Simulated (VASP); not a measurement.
# CO2 (Pa-3) in VASP: electric field gradients with r2SCAN

Aim: the electric field gradients of CO2 with r2SCAN.

Everything below comes from runs of VASP 6.6.1. Logs are shortened: lines on timing, memory, paths and dates and some standing lists are left out, and cuts for length are marked.

### Step 1. The cell of the first run

It takes space group Pa-3 (No. 205, cubic). Conventional cell: a = 5.494 Å, b = 5.494 Å, c = 5.494 Å, α = 90.00°, β = 90.00°, γ = 90.00°. Within 1.6 Å of C (site symmetry -3) lie 2 O at 1.17 Å. Within 1.6 Å of O (site symmetry 3) lie 1 C at 1.17 Å.

### Step 2. Electric field gradients, r2SCAN

POSCAR

```
CO2
1.0
    5.4942000000      0.0000000000      0.0000000000
    0.0000000000      5.4942000000      0.0000000000
    0.0000000000      0.0000000000      5.4942000000
C O
4 8
Direct
    0.0000000000      0.0000000000      0.0000000000
    0.5000000000      0.0000000000      0.5000000000
    0.5000000000      0.5000000000      0.0000000000
    0.0000000000      0.5000000000      0.5000000000
    0.1227033904      0.1227033904      0.1227033904
    0.3772966096      0.8772966096      0.6227033904
    0.6227033904      0.3772966096      0.8772966096
    0.8772966096      0.6227033904      0.3772966096
    0.8772966096      0.8772966096      0.8772966096
    0.6227033904      0.1227033904      0.3772966096
    0.3772966096      0.6227033904      0.1227033904
    0.1227033904      0.3772966096      0.6227033904
```

INCAR.step1

```
SYSTEM = CO2
ALGO = Normal
EDIFF = 1E-4
ENCUT = 520
GGA = PE
ISMEAR = -1
LASPH = .True.
LCHARG = .False.
LREAL = .False.
LWAVE = .True.
NBANDS = 44
NELM = 60
PREC = Accurate
SIGMA = 0.02
```

INCAR.step2

```
SYSTEM = CO2
ALGO = Normal
EDIFF = 1E-8
ENCUT = 520
ISIF = 2
ISMEAR = -1
ISTART = 1
LASPH = .True.
LCHARG = .False.
LEFG = .True.
LMIXTAU = .True.
LREAL = .False.
LWAVE = .False.
METAGGA = R2SCAN
NBANDS = 44
NELM = 60
PREC = Accurate
SIGMA = 0.02
```

KPOINTS

```
k-points
0
Gamma
  5 5 5
  0 0 0
```

Potentials or basis: VASP PAW PBE potentials, release 64 (C, O).

Command:

```bash
cat potpaw_PBE.64/C/POTCAR potpaw_PBE.64/O/POTCAR > POTCAR
cp INCAR.step1 INCAR
mpirun -np 1 vasp_std > vasp.out
cp INCAR.step2 INCAR
mpirun -np 1 vasp_std > vasp.out
```

OUTCAR:

```text
SYSTEM = CO2
   EDIFF = 1E-8
   ENCUT = 520
   ISIF = 2
   ISMEAR = -1
   ISTART = 1
   LASPH = .True.
   LREAL = .False.
   METAGGA = R2SCAN
   NELM = 60
   PREC = Accurate

 ion  position               nearest neighbor table
   1  0.000  0.000  0.000-   5 1.17   9 1.17
   2  0.500  0.000  0.500-   6 1.17  10 1.17
   3  0.500  0.500  0.000-   7 1.17  11 1.17
   4  0.000  0.500  0.500-   8 1.17  12 1.17
   5  0.123  0.123  0.123-   1 1.17
   6  0.377  0.877  0.623-   2 1.17
   7  0.623  0.377  0.877-   3 1.17
   8  0.877  0.623  0.377-   4 1.17
   9  0.877  0.877  0.877-   1 1.17
  10  0.623  0.123  0.377-   2 1.17
  11  0.377  0.623  0.123-   3 1.17
  12  0.123  0.377  0.623-   4 1.17

  LATTYP: Found a simple cubic cell.
 ALAT       =     5.4942000000

  Lattice vectors:

 A1 = (   5.4942000000,   0.0000000000,   0.0000000000)
 A2 = (   0.0000000000,   5.4942000000,   0.0000000000)
 A3 = (   0.0000000000,   0.0000000000,   5.4942000000)

Analysis of symmetry for initial positions (statically):
=====================================================================
 Subroutine PRICEL returns:
 Original cell was already a primitive cell.

 Routine SETGRP: Setting up the symmetry group for a
 simple cubic supercell.

 Subroutine GETGRP returns: Found 24 space group operations
 (whereof  6 operations were pure point group operations)
 out of a pool of 48 trial point group operations.

The static configuration has the point symmetry S_6 .
 The point group associated with its full space group is T_h .

Analysis of symmetry for dynamics (positions and initial velocities):
=====================================================================
 Subroutine PRICEL returns:
 Original cell was already a primitive cell.

 Routine SETGRP: Setting up the symmetry group for a
 simple cubic supercell.

 Subroutine GETGRP returns: Found 24 space group operations
 (whereof  6 operations were pure point group operations)
 out of a pool of 48 trial point group operations.

The dynamic configuration has the point symmetry S_6 .
 The point group associated with its full space group is T_h .

 Subroutine INISYM returns: Found 24 space group operations
 (whereof  6 operations are pure point group operations),
 and found     1 'primitive' translations

----------------------------------------------------------------------------------------

                                     Primitive cell

  volume of cell :     165.8492

  direct lattice vectors                    reciprocal lattice vectors
     5.494200000  0.000000000  0.000000000     0.182010120  0.000000000  0.000000000
     0.000000000  5.494200000  0.000000000     0.000000000  0.182010120  0.000000000
     0.000000000  0.000000000  5.494200000     0.000000000  0.000000000  0.182010120

  length of vectors
     5.494200000  5.494200000  5.494200000     0.182010120  0.182010120  0.182010120

  position of ions in fractional coordinates (direct lattice)
     0.000000000  0.000000000  0.000000000
     0.500000000  0.000000000  0.500000000
     0.500000000  0.500000000  0.000000000
     0.000000000  0.500000000  0.500000000
     0.122703390  0.122703390  0.122703390
     0.377296610  0.877296610  0.622703390
     0.622703390  0.377296610  0.877296610
     0.877296610  0.622703390  0.377296610
     0.877296610  0.877296610  0.877296610
     0.622703390  0.122703390  0.377296610
     0.377296610  0.622703390  0.122703390
     0.122703390  0.377296610  0.622703390

  ion indices of the primitive-cell ions
   primitive index   ion index
                 1           1
                 2           2
                 3           3
                 4           4
                 5           5
                 6           6
[... 83 lines left out ...]
     AMIX     =   0.40;   BMIX     =  1.00
     AMIX_MAG =   1.60;   BMIX_MAG =  1.00
  volume/ion in A,a.u.               =      13.82        93.27
  Fermi-wavevector in a.u.,A,eV,Ry     =   1.191874  2.252315 19.327943  1.420564
  Thomas-Fermi vector in A             =   2.327925
   LORBIT       =      0    0 simple, 1 ext, 2 COOP (PROOUT), +10 PAW based schemes
   METAGGA = R2SCAN    functional components
   LHFCALC =     F    Hartree Fock is set to
   AEXX    =    0.0000 exact exchange contribution
   IVDW    =     0    specifies the selected vdW correction
   LEPSILON=     F    determine dielectric tensor
   LRPA    =     F    only Hartree local field effects (RPA)
 non-spin polarized calculation
  energy-cutoff  :      520.00
  volume of cell :      165.85
 maximum number of plane-waves:      4477
 NGX is ok and might be reduce to    42
   NGX = 21   NGY = 21   NGZ = 21

 number of electron      63.9999992 magnetization

 Free energy of the ion-electron system (eV)
  ---------------------------------------------------
  ext. energy  EPLUGINS =         0.00000000
  ---------------------------------------------------
  free energy    TOTEN  =      -103.05469664 eV

  energy without entropy =     -103.05469664  energy(sigma->0) =     -103.05469664

 E-fermi :  -3.2031     XC(G=0):  -8.6417

 val. band max:       -3.7284037093   @ k =   0.0000   0.0000   0.0000
 cond. band min:       3.7317674854   @ k =   0.0000   0.0000   0.0000
 fundamental gap:      7.4601711947
 Fermi energy:        -3.2031007430

 k-point     1 :       0.0000    0.0000    0.0000
  band No.  band energies     occupation
      1     -25.5773      2.00000
      2     -25.3136      2.00000
      3     -25.3136      2.00000
      4     -25.3136      2.00000
      5     -24.3243      2.00000
      6     -24.3243      2.00000
[... 506 lines left out ...]
     43       6.9849      0.00000
     44       6.9849      0.00000

------------------------ aborting loop because EDIFF is reached ----------------------------------------

  FORCE on cell =-STRESS in cart. coord.  units (eV):
  Direction    XX          YY          ZZ          XY          YZ          ZX
  --------------------------------------------------------------------------------------
  -------------------------------------------------------------------------------------
  Total       -0.1114190     -0.1114190     -0.1114190      0.0000000     -0.0000000      0.0000000
  in kB       -1.0763573     -1.0763573     -1.0763573      0.0000000     -0.0000000      0.0000000
  external PRESSURE =      -1.0763573 kB  Pullay stress =       0.0000000 kB

 VOLUME and BASIS-vectors are now :
 -----------------------------------------------------------------------------
  energy-cutoff  :      520.00
  volume of cell :      165.85
      direct lattice vectors                 reciprocal lattice vectors
     5.494200000  0.000000000  0.000000000     0.182010120  0.000000000  0.000000000
     0.000000000  5.494200000  0.000000000     0.000000000  0.182010120  0.000000000
     0.000000000  0.000000000  5.494200000     0.000000000  0.000000000  0.182010120

 POSITION                                       TOTAL-FORCE (eV/Angst)
 -----------------------------------------------------------------------------------
      0.00000      0.00000      0.00000         0.000000      0.000000      0.000000
      2.74710      0.00000      2.74710         0.000000      0.000000      0.000000
      2.74710      2.74710      0.00000         0.000000      0.000000      0.000000
      0.00000      2.74710      2.74710         0.000000      0.000000      0.000000
      0.67416      0.67416      0.67416        -0.050084     -0.050084     -0.050084
      2.07294      4.82004      3.42126         0.050084      0.050084     -0.050084
      3.42126      2.07294      4.82004        -0.050084      0.050084      0.050084
      4.82004      3.42126      2.07294         0.050084     -0.050084      0.050084
      4.82004      4.82004      4.82004         0.050084      0.050084      0.050084
      3.42126      0.67416      2.07294        -0.050084     -0.050084      0.050084
      2.07294      3.42126      0.67416         0.050084     -0.050084     -0.050084
      0.67416      2.07294      3.42126        -0.050084      0.050084     -0.050084
 -----------------------------------------------------------------------------------
    total drift:                                0.000000     -0.000000      0.000000

  FREE ENERGIE OF THE ION-ELECTRON SYSTEM (eV)
  ---------------------------------------------------
  free  energy   TOTEN  =      -103.0546966387 eV

  energy  without entropy=     -103.0546966387  energy(sigma->0) =     -103.05469664

 Electric field gradients (V/A^2)
---------------------------------------------------------------------
 ion       V_xx      V_yy      V_zz      V_xy      V_xz      V_yz
---------------------------------------------------------------------
   1      -0.000    -0.000    -0.000   -28.609   -28.609   -28.609
   2      -0.000    -0.000    -0.000   -28.609    28.609    28.609
   3      -0.000    -0.000    -0.000    28.609    28.609   -28.609
   4      -0.000    -0.000    -0.000    28.609   -28.609    28.609
   5       0.000     0.000    -0.000    36.830    36.830    36.830
   6       0.000     0.000    -0.000    36.830   -36.830   -36.830
   7       0.000     0.000    -0.000   -36.830   -36.830    36.830
   8      -0.000     0.000    -0.000   -36.830    36.830   -36.830
   9       0.000     0.000    -0.000    36.830    36.830    36.830
  10      -0.000     0.000    -0.000    36.830   -36.830   -36.830
  11       0.000     0.000    -0.000   -36.830   -36.830    36.830
  12       0.000     0.000    -0.000   -36.830    36.830   -36.830
---------------------------------------------------------------------

 Electric field gradients after diagonalization (V/A^2)
 (convention: |V_zz| > |V_xx| > |V_yy|)
----------------------------------------------------------------------
 ion       V_xx      V_yy      V_zz     asymmetry (V_yy - V_xx)/ V_zz
----------------------------------------------------------------------
   1      28.609    28.609   -57.218       0.000
   2      28.609    28.609   -57.218       0.000
   3      28.609    28.609   -57.218       0.000
   4      28.609    28.609   -57.218       0.000
   5     -36.830   -36.830    73.659       0.000
   6     -36.830   -36.830    73.659       0.000
   7     -36.830   -36.830    73.659       0.000
   8     -36.830   -36.830    73.659       0.000
   9     -36.830   -36.830    73.659       0.000
  10     -36.830   -36.830    73.659       0.000
  11     -36.830   -36.830    73.659       0.000
  12     -36.830   -36.830    73.659       0.000
----------------------------------------------------------------------

           NMR quadrupolar parameters

 Cq : quadrupolar parameter    Cq=e*Q*V_zz/h
 eta: asymmetry parameters     (V_yy - V_xx)/ V_zz
 Q  : nuclear electric quadrupole moment in mb (millibarn)
----------------------------------------------------------------------
 ion       Cq(MHz)       eta       Q (mb)
----------------------------------------------------------------------
   1      -0.138       0.000       1.000
   2      -0.138       0.000       1.000
   3      -0.138       0.000       1.000
   4      -0.138       0.000       1.000
   5       0.178       0.000       1.000
   6       0.178       0.000       1.000
   7       0.178       0.000       1.000
   8       0.178       0.000       1.000
   9       0.178       0.000       1.000
  10       0.178       0.000       1.000
  11       0.178       0.000       1.000
  12       0.178       0.000       1.000
----------------------------------------------------------------------
```

Run time: 7.7 min. Hardware: 1 thread of Oxide Virtual Turin-like, shared host; peak memory 0.27 GiB.

What came out:

- Free energy: -103.0547 eV
- Pressure: -0.1 GPa
- Largest force: 0.087 eV/Å
- Band gap on the k mesh: 7.46 eV
- Largest electric field gradient by atom: C -57.2; O +73.7 V/Å²

Forces on the atoms (eV/Å):
```
C    0.000  0.000  0.000
C    0.000  0.000  0.000
C    0.000  0.000  0.000
C    0.000  0.000  0.000
O   -0.050 -0.050 -0.050
O    0.050  0.050 -0.050
O   -0.050  0.050  0.050
O    0.050 -0.050  0.050
O    0.050  0.050  0.050
O   -0.050 -0.050  0.050
O    0.050 -0.050 -0.050
O   -0.050  0.050 -0.050
```

Electric field gradients, principal values (V/Å²):
| atom | least | middle | greatest (by size) |
| --- | --- | --- | --- |
| 1 C | 28.609 | 28.609 | -57.218 |
| 2 C | 28.609 | 28.609 | -57.218 |
| 3 C | 28.609 | 28.609 | -57.218 |
| 4 C | 28.609 | 28.609 | -57.218 |
| 5 O | -36.830 | -36.830 | 73.659 |
| 6 O | -36.830 | -36.830 | 73.659 |
| 7 O | -36.830 | -36.830 | 73.659 |
| 8 O | -36.830 | -36.830 | 73.659 |
| 9 O | -36.830 | -36.830 | 73.659 |
| 10 O | -36.830 | -36.830 | 73.659 |
| 11 O | -36.830 | -36.830 | 73.659 |
| 12 O | -36.830 | -36.830 | 73.659 |

Caveat: without QUAD_EFG the Cq values of the log hold for a quadrupole moment of 1 mb, not for the nuclei; the PAW data sets were made with another functional, which shifts forces and pressure a little; an odd mesh through Γ misses points on the zone boundary, where band edges can lie.
